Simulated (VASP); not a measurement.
Crystal: TlS2.

```xyz
3
Lattice="3.3272 0.0000 0.0000 0.0000 3.3272 0.0000 0.0000 0.0000 3.9962" Properties=species:S:1:pos:R:3 pbc="T T T"
Tl    1.6636    1.6636    1.9981
S     0.0000    1.6636    0.0000
S     1.6636    0.0000    0.0000
```

```yaml
Program: VASP 6.6.1
Task: relaxation of cell and atoms
Functional: PBE
Potentials_or_basis: VASP PAW PBE potentials, release 64 (Tl_d, S)
Cutoff: 600 eV
k_mesh: 6 × 6 × 4
Occupations: gaussian, width 0.1 eV
Spin: no spin polarisation
```

At the start: pressure 69.8 GPa; volume 14.75 Å³/atom.

Problem. Where does the relaxation end?

Solution. Over 10 steps the energy falls by 1462.2 meV/atom and the volume is 24.06 Å³/atom (+63.1 %); space group P4/mmm (No. 123, to 0.1 Å) before and after.

Step by step:
```
step  energy change (eV)  largest force (eV/Å)  pressure (GPa)  volume (Å³)
   1              0.0000                0.0000           69.77        44.24
   2             -3.5172                0.0000           -6.74        98.93
   3             -4.1889                0.0000            0.20        71.88
   4             -4.1896                0.0000           -1.25        74.30
   5             -4.1920                0.0000           -0.72        73.37
   6             -4.2756                0.0000           -0.27        72.58
   7             -4.3705                0.0000            1.80        69.75
   8             -4.3783                0.0000            1.36        70.38
   9             -4.3854                0.0000           -0.37        72.92
  10             -4.3867                0.0000            0.10        72.17
```

Final structure:
```
CELL_PARAMETERS angstrom
3.62156 0.00000 0.00000
0.00000 3.62156 0.00000
0.00000 0.00000 5.50236
ATOMIC_POSITIONS crystal
Tl 0.50000 0.50000 0.50000
S 0.00000 0.50000 0.00000
S 0.50000 0.00000 0.00000
```

Caveat: the k points lie up to 0.29 Å⁻¹ apart in the final cell, too coarse for converged energies and pressures of a metal; the volume moved by over 15 % at a fixed basis, so the end points are rough.
